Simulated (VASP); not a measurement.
ZnSe: single point with PBEsol

Crystal: ZnSe.

```
CELL_PARAMETERS angstrom
0.00000 2.69254 2.69254
2.69254 0.00000 2.69254
2.69254 2.69254 0.00000
ATOMIC_POSITIONS crystal
Zn 0.00000 0.00000 0.00000
Se 0.75000 0.75000 0.75000
```

* Program: VASP 6.6.1
* Task: single point
* Functional: PBEsol
* Potentials or basis: VASP PAW PBE potentials, release 64 (Zn, Se)
* Cutoff: 520 eV
* k mesh: 8 × 8 × 8
* Occupations: gaussian, width 0.01 eV
* Spin: no spin polarisation
* Dipole correction: no
* Further INCAR settings: ALGO = Normal; EDIFF = 1e-07; NBANDS = 16

- Pressure: 12.5 GPa
- Band gap on the k mesh: 1.82 eV, direct

Levels at points of the mesh, in eV from the valence-band top:
```
           k point  band 5  band 6  band 7  band 8  band 9  band 10  band 11  band 12  band 13  band 14
(0.00, 0.00, 0.00)   -6.73   -6.73    0.00    0.00    0.00     1.82     5.64     5.64     5.64    10.33
(0.50, 0.00, 0.00)   -6.70   -6.53   -6.36   -1.13   -1.13     2.70     6.23     6.23     8.69    11.69
(0.50, 0.50, 0.00)   -6.66   -6.49   -5.49   -2.82   -2.82     2.44     3.27    11.85    12.26    12.26
```

Run time: 16 s on 1 thread of Intel(R) Xeon(R) Platinum 8488C (Sapphire Rapids), on a shared host, peak memory 0.16 GiB.

Caveat: the PAW data sets were made with another functional, which shifts forces and pressure a little. Expect the measured gap to be larger: semilocal functionals such as PBEsol lack the derivative discontinuity.
